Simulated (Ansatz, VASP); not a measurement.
# One calculation of Cu, two programs

INCAR

```
SYSTEM = Cu
ALGO = Normal
EDIFF = 1E-6
ENCUT = 520
GGA = PE
ISIF = 2
ISMEAR = 0
LASPH = .TRUE.
LCHARG = .FALSE.
LREAL = .FALSE.
LWAVE = .FALSE.
NBANDS = 12
NELM = 80
PREC = Accurate
SIGMA = 0.15
```

KPOINTS

```
k-points
0
G
  22 22 22
  0 0 0
```

The input POSCAR:

```
Cu
1.0
    0.0000000000      1.7171250000      1.8075000000
    1.7171250000      0.0000000000      1.8075000000
    1.7171250000      1.7171250000      0.0000000000
Cu
1
Direct
    0.0000000000      0.0000000000      0.0000000000
```

Input for Ansatz:

```yaml
crystal:
  lattice:
    - [0.0, 1.717125, 1.8075]
    - [1.717125, 0.0, 1.8075]
    - [1.717125, 1.717125, 0.0]
  atoms:
    - { symbol: Cu, position: [0.0, 0.0, 0.0] }
basis:
  ecutwfc: 420
kpoints:
  mp_grid: { grid: [22, 22, 22] }
hamiltonian:
  xc: pbe
scf:
  occupations: { method: gaussian, width: 0.15 }
output:
  forces: true
  stress: true
  eigenvalues: true
```

Change from the starting cell: strain -0.050 along x and y, +0.000 along z, atoms carried along.

Alike in both runs: task single point; functional PBE; k mesh 22 × 22 × 22; occupations gaussian, width 0.15 eV; no spin polarisation.

```csv
,VASP,Ansatz
version,VASP 6.6.1,Ansatz 0.2.0
potentials or method,"VASP PAW PBE potentials, release 64 (Cu), cutoff 520 eV","scalar-relativistic, plane waves, PAW"
valence electrons in the cell,11,19
```

```csv
,VASP,Ansatz,Ansatz less VASP
gap on the k mesh at the Fermi level (eV),none,none,-
pressure (GPa),22.3,21.7,-0.53
"traceless stress, the component that is largest in VASP (GPa)",-3.20,-3.21,-0.010
```

A gap of «none» marks a metal or a gap that the smearing closes. The functional is the same, so the differences come from potentials, cutoffs and numerics. VASP's potentials hold 11 valence electrons a cell and Ansatz's 19, so a difference there can come from the potentials and not from the codes.
